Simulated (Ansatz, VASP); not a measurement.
## Two plane-wave programs on Ge

File INCAR:

```
SYSTEM = Ge
  PREC = Accurate
  ENCUT = 520
  EDIFF = 1E-6
  ISMEAR = 0
  SIGMA = 0.15
  LREAL = .False.
  LASPH = .True.
  NELM = 60
  ALGO = Normal
  ISIF = 2
  LWAVE = .False.
  LCHARG = .False.
  GGA = PS
  NBANDS = 36
```

KPOINTS

```
Automatic mesh
0
Gamma
  12 12 8
  0 0 0
```

Contents of POSCAR:

```
Ge
1.0
    3.7571497901      0.0000000000      0.0000000000
   -1.8785748950      3.4614757064      0.0000000000
    0.0000000000      0.0000000000      6.5963651449
Ge
4
Direct
    0.6666666667      0.3333333333      0.0629118567
    0.3333333333      0.6666666667      0.5629118567
    0.6666666667      0.3333333333      0.4370881433
    0.3333333333      0.6666666667      0.9370881433
```

Input for Ansatz:

```yaml
crystal:
  lattice:
    - [3.7571497901, 0.0, 0.0]
    - [-1.878574895, 3.4614757064, 0.0]
    - [0.0, 0.0, 6.5963651449]
  atoms:
    - { symbol: Ge, position: [0.6666666667, 0.3333333333, 0.0629118567] }
    - { symbol: Ge, position: [0.3333333333, 0.6666666667, 0.5629118567] }
    - { symbol: Ge, position: [0.6666666667, 0.3333333333, 0.4370881433] }
    - { symbol: Ge, position: [0.3333333333, 0.6666666667, 0.9370881433] }
basis:
  ecutwfc: 420
kpoints:
  mp_grid: { grid: [12, 12, 8] }
hamiltonian:
  xc: pbesol
scf:
  occupations: { method: gaussian, width: 0.15 }
output:
  forces: true
  stress: true
  eigenvalues: true
```

Change from the starting cell: strain -0.0600 x Voigt [1, 0, 0, 0, 0, 0], atoms carried along.

Alike in both runs: task single point; functional PBEsol; k mesh 12 × 12 × 8; occupations gaussian, width 0.15 eV; no spin polarisation.

|  | VASP | Ansatz |
| --- | --- | --- |
| version | VASP 6.6.1 | Ansatz 0.2.0 |
| potentials or method | VASP PAW PBE potentials, release 64 (Ge_d), cutoff 520 eV | scalar-relativistic, plane waves, PAW |
| valence electrons in the cell | 56 | 56 |

|  | VASP | Ansatz | Ansatz less VASP |
| --- | --- | --- | --- |
| gap on the k mesh at the Fermi level (eV) | none | none | - |
| pressure (GPa) | 5.1 | 5.2 | +0.07 |
| traceless stress, the component that is largest in VASP (GPa) | 7.26 | 7.27 | +0.003 |
| rms of the force components (eV/Å) | 0.399 | 0.402 | +0.0034 |

VASP's potentials were made for PBE, not for PBEsol. Atom by atom the forces differ by 0.003 eV/Å (rms over components). A gap of «none» marks a metal or a gap that the smearing closes.
